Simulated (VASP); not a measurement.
# Mg4HO8 (a cell with a defect): single point with LDA

The system is Mg4HO8 (a cell with a defect).

```xyz
13
Lattice="-3.1160 -1.7990 3.4256 3.1160 -1.7990 3.4256 0.0000 3.5980 3.4256" Properties=species:S:1:pos:R:3 pbc="T T T"
Mg    0.0000    0.0000    0.0000
Mg    0.0000   -1.7990    3.4256
Mg   -1.5580    0.8995    3.4256
Mg    1.5580    0.8995    3.4256
O     0.0000    0.0000    4.4131
O     0.0000   -1.7990    7.8386
O    -1.5580    0.8995    7.8386
O     1.5580    0.8995    7.8386
O     0.0000    0.0000    5.8636
O     0.0000    1.7990    2.4381
O     1.5580   -0.8995    2.4381
O    -1.5580   -0.8995    2.4381
H     0.1298   -2.9234    8.5641
```

- Program: VASP 6.6.1
- Task: single point
- Functional: LDA
- Potentials or basis: VASP PAW LDA potentials, release 64 (Mg, O, H)
- Cutoff: 520 eV
- k mesh: 6 × 6 × 6
- Occupations: gaussian, width 0.05 eV
- Spin: no spin polarisation

- Largest force: 2.503 eV/Å

Forces in eV/Å, atoms in the order of the input:
```
Mg  -0.142 -0.689 -1.944
Mg   0.011 -0.113  0.035
Mg  -0.262  0.135  0.249
Mg   0.390  0.129  0.479
O   -0.010  0.009 -0.316
O    0.192 -1.385 -1.765
O   -0.285  0.297 -0.417
O    0.191  0.171 -0.349
O   -0.010  0.005  0.279
O    0.111 -1.292  1.915
O   -0.209  0.254  0.499
O    0.126  0.147  0.433
H   -0.102  2.333  0.902
```

Levels at points of the mesh, in eV from the Fermi level:
| k point | band 24 | band 25 | band 26 | band 27 | band 28 | band 29 | band 30 | band 31 | band 32 | band 33 |
| --- | --- | --- | --- | --- | --- | --- | --- | --- | --- | --- |
| (0.00, 0.00, 0.00) | -1.68 | -1.39 | -0.59 | -0.44 | -0.29 | 1.29 | 2.09 | 3.62 | 3.76 | 4.78 |
| (0.50, 0.00, 0.00) | -1.78 | -1.40 | -1.21 | -0.68 | -0.46 | 1.82 | 2.31 | 3.86 | 3.97 | 4.63 |
| (0.00, 0.50, 0.00) | -1.87 | -1.26 | -1.10 | -0.73 | -0.52 | 2.02 | 2.31 | 3.80 | 4.05 | 4.54 |
| (0.00, 0.00, 0.50) | -1.91 | -0.98 | -0.96 | -0.86 | -0.64 | 2.31 | 2.34 | 3.75 | 4.16 | 4.28 |
| (0.50, 0.50, 0.00) | -1.70 | -1.11 | -1.07 | -0.95 | -0.84 | 2.19 | 2.31 | 3.48 | 4.29 | 4.48 |
| (0.50, 0.00, 0.50) | -1.67 | -1.25 | -1.20 | -0.98 | -0.70 | 2.00 | 2.22 | 3.68 | 4.14 | 4.61 |
| (0.00, 0.50, 0.50) | -1.59 | -1.37 | -1.33 | -0.95 | -0.64 | 1.83 | 2.21 | 3.82 | 4.05 | 4.63 |
| (0.50, 0.50, 0.50) | -1.51 | -1.34 | -1.29 | -0.29 | -0.27 | 1.34 | 1.65 | 3.38 | 4.24 | 4.36 |

It took 4 min on 1 thread of Intel(R) Xeon(R) 6975P-C (Granite Rapids), with other jobs on the host, peak memory 0.48 GiB.

Caveat: the cell carries a net charge on a neutralising background, which shifts energy and pressure; the cell is charged against a uniform background, so pressure and absolute levels hang on convention.
